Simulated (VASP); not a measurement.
# Y (P6_3/mmc) in VASP: a series of runs

Y is run at these levels: r2SCAN; tasks: single point.

Everything below comes from runs of VASP 6.6.1. Logs are shortened: lines on timing, memory, paths and dates and some standing lists are left out, and cuts for length are marked.

## 1. The cell of the first run

The structure is hexagonal, space group P6_3/mmc (No. 194). The conventional cell has a = 3.640 Å, b = 3.640 Å, c = 11.629 Å, α = 90.00°, β = 90.00°, γ = 120.00°. Y (site symmetry -3m) has 12 Y at 3.59 to 3.64 Å within 4.7 Å. Y (site symmetry -6m2) has 12 Y at 3.59 to 3.64 Å within 4.7 Å.

## 2. Single point, r2SCAN

POSCAR

```
Y
1.0
    3.6401797456      0.0000000000      0.0000000000
   -1.8200898728      3.1524881340      0.0000000000
    0.0000000000      0.0000000000     11.6294439465
Y
4
Direct
    0.0000000000      0.0000000000      1.0000000000
    0.0000000000      1.0000000000      0.5000000000
    0.3333333333      0.6666666667      0.2500000000
    0.6666666667      0.3333333333      0.7500000000
```

INCAR.step1

```
ALGO = Normal
EDIFF = 1E-4
ENCUT = 520
GGA = PE
ISMEAR = -1
LASPH = T
LCHARG = F
LREAL = F
LWAVE = T
NBANDS = 30
NELM = 80
PREC = Accurate
SIGMA = 0.1
```

INCAR.step2

```
ALGO = Normal
EDIFF = 1E-6
ENCUT = 520
ISIF = 2
ISMEAR = -1
ISTART = 1
LASPH = T
LCHARG = T
LELF = T
LMIXTAU = T
LREAL = F
LVHAR = T
LWAVE = F
METAGGA = R2SCAN
NBANDS = 30
NELM = 80
PREC = Accurate
SIGMA = 0.1
```

KPOINTS

```
k-points
0
Gamma
  10 10 3
```

Potentials or basis: VASP PAW PBE potentials, release 64 (Y_sv).

Run with:

```bash
> cat potpaw_PBE.64/Y_sv/POTCAR > POTCAR
> cp INCAR.step1 INCAR
> mpirun -np 1 vasp_std > vasp.out
> cp INCAR.step2 INCAR
> mpirun -np 1 vasp_std > vasp.out
```

OUTCAR:

```text
EDIFF = 1E-6
   ENCUT = 520
   ISIF = 2
   ISMEAR = -1
   ISTART = 1
   LASPH = T
   LREAL = F
   METAGGA = R2SCAN
   NELM = 80
   PREC = Accurate

 ion  position               nearest neighbor table
   1  0.000  0.000  0.000-   3 3.59   4 3.59   3 3.59   4 3.59   4 3.59   3 3.59
   2  0.000  0.000  0.500-   3 3.59   4 3.59   3 3.59   4 3.59   4 3.59   3 3.59
   3  0.333  0.667  0.250-   1 3.59   2 3.59   1 3.59   2 3.59   1 3.59   2 3.59
   4  0.667  0.333  0.750-   1 3.59   2 3.59   1 3.59   2 3.59   1 3.59   2 3.59

  LATTYP: Found a hexagonal cell.
 ALAT       =     3.6401797456
 C/A-ratio  =     3.1947444245

  Lattice vectors:

 A1 = (   3.6401797456,   0.0000000000,   0.0000000000)
 A2 = (  -1.8200898728,   3.1524881340,   0.0000000000)
 A3 = (   0.0000000000,   0.0000000000,  11.6294439465)

Analysis of symmetry for initial positions (statically):
=====================================================================
 Subroutine PRICEL returns:
 Original cell was already a primitive cell.

 Routine SETGRP: Setting up the symmetry group for a
 hexagonal supercell.

 Subroutine GETGRP returns: Found 24 space group operations
 (whereof 12 operations were pure point group operations)
 out of a pool of 24 trial point group operations.

The static configuration has the point symmetry D_3d.
 The point group associated with its full space group is D_6h.

Analysis of symmetry for dynamics (positions and initial velocities):
=====================================================================
 Subroutine PRICEL returns:
 Original cell was already a primitive cell.

 Routine SETGRP: Setting up the symmetry group for a
 hexagonal supercell.

 Subroutine GETGRP returns: Found 24 space group operations
 (whereof 12 operations were pure point group operations)
 out of a pool of 24 trial point group operations.

The dynamic configuration has the point symmetry D_3d.
 The point group associated with its full space group is D_6h.

 Subroutine INISYM returns: Found 24 space group operations
 (whereof 12 operations are pure point group operations),
 and found     1 'primitive' translations

----------------------------------------------------------------------------------------

                                     Primitive cell

  volume of cell :     133.4551

  direct lattice vectors                    reciprocal lattice vectors
     3.640179746  0.000000000  0.000000000     0.274711709  0.158604879  0.000000000
    -1.820089873  3.152488134  0.000000000     0.000000000  0.317209759  0.000000000
     0.000000000  0.000000000 11.629443947     0.000000000  0.000000000  0.085988634

  length of vectors
     3.640179746  3.640179746 11.629443947     0.317209759  0.317209759  0.085988634

  position of ions in fractional coordinates (direct lattice)
     0.000000000  0.000000000  0.000000000
     0.000000000  0.000000000  0.500000000
     0.333333333  0.666666667  0.250000000
     0.666666667  0.333333333  0.750000000

  ion indices of the primitive-cell ions
   primitive index   ion index
                 1           1
                 2           2
                 3           3
                 4           4

----------------------------------------------------------------------------------------

 KPOINTS: k-points

Automatic generation of k-mesh.
 Grid dimensions read from file:
 generate k-points for:   10   10    3

 Generating k-lattice:

  Cartesian coordinates                     Fractional coordinates (reciprocal lattice)
     0.027471171  0.015860488  0.000000000     0.100000000 -0.000000000  0.000000000
     0.000000000  0.031720976  0.000000000     0.000000000  0.100000000  0.000000000
     0.000000000  0.000000000  0.028662878     0.000000000  0.000000000  0.333333333

  Length of vectors
     0.031720976  0.031720976  0.028662878

  Shift w.r.t. Gamma in fractional coordinates (k-lattice)
     0.000000000  0.000000000  0.000000000

 Subroutine IBZKPT returns following result:
 ===========================================

 Found     28 irreducible k-points:

 Following reciprocal coordinates:
            Coordinates               Weight
  0.000000  0.000000  0.000000      1.000000
  0.100000 -0.000000  0.000000      6.000000
  0.200000 -0.000000  0.000000      6.000000
  0.300000 -0.000000  0.000000      6.000000
  0.400000  0.000000  0.000000      6.000000
  0.500000  0.000000  0.000000      3.000000
[... 16 lines left out ...]
  0.300000  0.100000  0.333333     24.000000
  0.400000  0.100000  0.333333     24.000000
 [... further k-points ...]
   k-points           NKPTS =     28   k-points in BZ     NKDIM =     28   number of bands    NBANDS=     30
   number of dos      NEDOS =    301   number of ions     NIONS =      4
   total plane-waves  NPLWV =  70560
   dimension x,y,z NGX =    28 NGY =   28 NGZ =   90
   dimension x,y,z NGXF=    56 NGYF=   56 NGZF=  180
   ions per type =               4
   NGX,Y,Z   is equivalent  to a cutoff of  12.79, 12.79, 12.87 a.u.
   NGXF,Y,Z  is equivalent  to a cutoff of  25.58, 25.58, 25.73 a.u.
 SYSTEM =  unknown system
   PREC   = accura    normal or accurate (medium, high low for compatibility)
   ISTART =      1    job   : 0-new  1-cont  2-samecut
   ICHARG =      0    charge: 1-file 2-atom 10-const
   ISPIN  =      1    spin polarized calculation?
   LNONCOLLINEAR =      F non collinear calculations
   LSORBIT =      F    spin-orbit coupling
   LASPH  =      T    aspherical Exc in radial PAW
   ENCUT  =  520.0 eV  38.22 Ry    6.18 a.u.   6.77  6.77 21.62*2*pi/ulx,y,z
   NELM   =     80;   NELMIN=  2; NELMDL=  0     # of ELM steps
   EDIFF  = 0.1E-05   stopping-criterion for ELM
   LREAL  =      F    real-space projection
   EDIFFG = 0.1E-04   stopping-criterion for IOM
   NSW    =      0    number of steps for IOM
   IBRION =     -1    ionic relax: 0-MD 1-quasi-New 2-CG
   NFREE  =      0    steps in history (QN), initial steepest desc. (CG)
   ISIF   =      2    stress and relaxation
   ISYM   =      2    0-nonsym 1-usesym 2-fastsym
   POTIM  = 0.5000    time-step for ionic-motion
   TEBEG  =    0.0;   TEEND  =   0.0 temperature during run
   PSTRESS=    0.0 pullay stress
   NELECT =      44.0000    total number of electrons
   NUPDOWN=      -1.0000    fix difference up-down
   EMIN   =  10.00;   EMAX   =-10.00  energy-range for DOS
   EFERMI =   0.00;   METHOD = LEGACY
   ISMEAR =    -1;   SIGMA  =   0.10  broadening in eV -4-tet -1-fermi 0-gaus
   EFERMI_NEDOS =   21; number of points for ismear=-14 and -15
   IALGO  =     38    algorithm
   IMIX   =      4    mixing-type and parameters
     AMIX     =   0.40;   BMIX     =  1.00
     AMIX_MAG =   1.60;   BMIX_MAG =  1.00
  volume/ion in A,a.u.               =      33.36       225.15
  Fermi-wavevector in a.u.,A,eV,Ry     =   1.130960  2.137205 17.402816  1.279071
  Thomas-Fermi vector in A             =   2.267658
   LORBIT       =      0    0 simple, 1 ext, 2 COOP (PROOUT), +10 PAW based schemes
   METAGGA = R2SCAN    functional components
   LHFCALC =     F    Hartree Fock is set to
   AEXX    =    0.0000 exact exchange contribution
   IVDW    =     0    specifies the selected vdW correction
   LEPSILON=     F    determine dielectric tensor
   LRPA    =     F    only Hartree local field effects (RPA)
 non-spin polarized calculation
  energy-cutoff  :      520.00
  volume of cell :      133.46
 maximum number of plane-waves:      3619
 NGX is ok and might be reduce to    28
   NGX = 13   NGY = 13   NGZ = 43

 number of electron      43.9999998 magnetization

 Free energy of the ion-electron system (eV)
  ---------------------------------------------------
  ext. energy  EPLUGINS =         0.00000000
  ---------------------------------------------------
  free energy    TOTEN  =       -81.10784036 eV

  energy without entropy =      -80.88330445  energy(sigma->0) =      -80.99557240

 E-fermi :   2.9883     XC(G=0): -10.0080

 val. band max:        2.9732024160   @ k =   0.2000   0.2000   0.3333
 cond. band min:       3.0060618991   @ k =   0.4000   0.2000   0.0000
 fundamental gap:      0.0328594831
 Fermi energy:         2.9882551574

 k-point     1 :       0.0000    0.0000    0.0000
  band No.  band energies     occupation
      1     -41.2418      2.00000
      2     -41.2119      2.00000
      3     -41.2015      2.00000
      4     -41.1713      2.00000
      5     -20.8571      2.00000
      6     -20.5887      2.00000
[... 22 lines left out ...]
     29       5.2673      0.00000
     30       5.2673      0.00000

 k-point     2 :       0.1000   -0.0000    0.0000
  band No.  band energies     occupation
      1     -41.2366      2.00000
      2     -41.2082      2.00000
      3     -41.1978      2.00000
      4     -41.1691      2.00000
      5     -20.8394      2.00000
      6     -20.5950      2.00000
[... 22 lines left out ...]
     29       5.3355      0.00000
     30       5.4513      0.00000

 k-point     3 :       0.2000   -0.0000    0.0000
  band No.  band energies     occupation
      1     -41.2227      2.00000
      2     -41.1986      2.00000
      3     -41.1881      2.00000
      4     -41.1638      2.00000
      5     -20.7905      2.00000
      6     -20.6262      2.00000
[... 22 lines left out ...]
     29       5.4427      0.00000
     30       5.4881      0.00000

 k-point     4 :       0.3000   -0.0000    0.0000
  band No.  band energies     occupation
      1     -41.2044      2.00000
      2     -41.1866      2.00000
      3     -41.1761      2.00000
      4     -41.1582      2.00000
      5     -20.7394      2.00000
      6     -20.7037      2.00000
[... 616 lines left out ...]
     29       5.3664      0.00000
     30       5.6037      0.00000

 k-point    23 :       0.3000    0.1000    0.3333
  band No.  band energies     occupation
      1     -41.1910      2.00000
      2     -41.1850      2.00000
      3     -41.1643      2.00000
      4     -41.1583      2.00000
      5     -20.7519      2.00000
      6     -20.7183      2.00000
[... 22 lines left out ...]
     29       5.1739      0.00000
     30       5.4965      0.00000

 k-point    24 :       0.4000    0.1000    0.3333
  band No.  band energies     occupation
      1     -41.1792      2.00000
      2     -41.1758      2.00000
      3     -41.1601      2.00000
      4     -41.1567      2.00000
      5     -20.7901      2.00000
      6     -20.7789      2.00000
[... 22 lines left out ...]
     29       5.1562      0.00000
     30       5.4746      0.00000

 [... further k-points ...]

------------------------ aborting loop because EDIFF is reached ----------------------------------------

  FORCE on cell =-STRESS in cart. coord.  units (eV):
  Direction    XX          YY          ZZ          XY          YZ          ZX
  --------------------------------------------------------------------------------------
  -------------------------------------------------------------------------------------
  Total        0.0696232      0.0696232      0.0658325      0.0000000      0.0000000     -0.0000000
  in kB        0.8358516      0.8358516      0.7903431      0.0000000      0.0000000     -0.0000000
  external PRESSURE =       0.8206821 kB  Pullay stress =       0.0000000 kB

 VOLUME and BASIS-vectors are now :
 -----------------------------------------------------------------------------
  energy-cutoff  :      520.00
  volume of cell :      133.46
      direct lattice vectors                 reciprocal lattice vectors
     3.640179746  0.000000000  0.000000000     0.274711709  0.158604879  0.000000000
    -1.820089873  3.152488134  0.000000000     0.000000000  0.317209759  0.000000000
     0.000000000  0.000000000 11.629443947     0.000000000  0.000000000  0.085988634

 POSITION                                       TOTAL-FORCE (eV/Angst)
 -----------------------------------------------------------------------------------
      0.00000      0.00000      0.00000        -0.000000      0.000000      0.000000
      0.00000      0.00000      5.81472        -0.000000      0.000000      0.000000
     -0.00000      2.10166      2.90736         0.000000     -0.000000      0.000000
      1.82009      1.05083      8.72208         0.000000      0.000000     -0.000000
 -----------------------------------------------------------------------------------
    total drift:                                0.000000     -0.000000      0.000000

  FREE ENERGIE OF THE ION-ELECTRON SYSTEM (eV)
  ---------------------------------------------------
  free  energy   TOTEN  =       -81.1078403561 eV

  energy  without entropy=      -80.8833044515  energy(sigma->0) =      -80.99557240
```

Wall time 5.6 min (1 thread of Intel Xeon 6975P-C (Granite Rapids), shared host); peak memory 0.32 GiB.

What came out:

* Free energy: -81.1078 eV
* Pressure: 0.1 GPa
* Band gap on the k mesh: zero (bands 22 and 23 overlap by 1.25 eV)

Levels at points of the mesh, in eV from the Fermi level:
| k point | band 18 | band 19 | band 20 | band 21 | band 22 | band 23 | band 24 | band 25 | band 26 | band 27 |
| --- | --- | --- | --- | --- | --- | --- | --- | --- | --- | --- |
| (0.00, 0.00, 0.00) | -3.50 | -3.48 | -1.91 | 0.54 | 0.91 | 0.97 | 1.82 | 1.82 | 1.89 | 1.89 |
| (0.50, 0.00, 0.00) | -1.77 | -1.33 | -1.24 | -0.55 | -0.38 | -0.34 | 0.29 | 0.94 | 1.32 | 1.74 |

Caveat: the PAW data sets were made with another functional, which shifts forces and pressure a little.

## 3. Single point, r2SCAN (29.36 Å³/atom)

This run uses another cell than the first one, of 29.36 Å³/atom.

POSCAR

```
Y
1.0
    3.4883259033      0.0000000000      0.0000000000
   -1.7441629516      3.0209788489      0.0000000000
    0.0000000000      0.0000000000     11.1443097303
Y
4
Direct
    0.0000000000      0.0000000000      1.0000000000
    0.0000000000      1.0000000000      0.5000000000
    0.3333333333      0.6666666667      0.2500000000
    0.6666666667      0.3333333333      0.7500000000
```

INCAR.step1

```
SYSTEM = Y
PREC     = Accurate       ! precision mode
ENCUT    = 520            ! plane-wave cutoff, eV
ISMEAR   = -1             ! smearing method
SIGMA    = 0.1            ! smearing width, eV
LREAL    = .FALSE.        ! projectors in reciprocal space
LASPH    = .TRUE.         ! aspherical terms in the spheres
NELM     = 80             ! most SCF steps
NBANDS   = 30             ! bands
GGA      = PE             ! functional
ALGO     = Normal         ! electronic algorithm
EDIFF    = 1E-4           ! SCF threshold, eV
LWAVE    = .TRUE.         ! write WAVECAR
LCHARG   = .FALSE.        ! write CHGCAR
```

INCAR.step2

```
SYSTEM = Y
PREC     = Accurate       ! precision mode
ENCUT    = 520            ! plane-wave cutoff, eV
EDIFF    = 1E-6           ! SCF threshold, eV
ISMEAR   = -1             ! smearing method
SIGMA    = 0.1            ! smearing width, eV
LREAL    = .FALSE.        ! projectors in reciprocal space
LASPH    = .TRUE.         ! aspherical terms in the spheres
NELM     = 80             ! most SCF steps
ALGO     = Normal         ! electronic algorithm
ISIF     = 2              ! what is computed and relaxed
LWAVE    = .FALSE.        ! write WAVECAR
LCHARG   = .TRUE.         ! write CHGCAR
METAGGA  = R2SCAN         ! meta-GGA
LMIXTAU  = .TRUE.       
LELF     = .TRUE.         ! ELF
LVHAR    = .TRUE.       
NBANDS   = 30             ! bands
ISTART   = 1
```

KPOINTS

```
Automatic mesh
0
G
  11 11 3
  0 0 0
```

Potentials or basis: VASP PAW PBE potentials, release 64 (Y_sv).

Run with:

```bash
> cat potpaw_PBE.64/Y_sv/POTCAR > POTCAR
> cp INCAR.step1 INCAR
> mpirun -np 1 vasp_std > vasp.out
> cp INCAR.step2 INCAR
> mpirun -np 1 vasp_std > vasp.out
```

Wall time 5.2 min (1 thread of Intel Xeon 6975P-C (Granite Rapids), shared host); peak memory 0.31 GiB.

Results (log left out):

```
Free energy            : -80.8341 eV
Pressure               : 5.8 GPa
Band gap on the k mesh : zero (bands 22 and 23 overlap by 1.36 eV)
```

Stress tensor (GPa, compression positive):
```
5.79 0.00 0.00
0.00 5.79 0.00
0.00 0.00 5.94
```

Levels at points of the mesh, in eV from the Fermi level:
```tsv
k point	band 19	band 20	band 21	band 22	band 23	band 24	band 25	band 26
(0.00, 0.00, 0.00)	-3.48	-2.10	0.94	0.98	1.01	1.90	1.90	1.99
```

Caveat: the cell stands under pressure; the PAW data sets were made with another functional, which shifts forces and pressure a little.

(Part 1 of 2 ends here.)
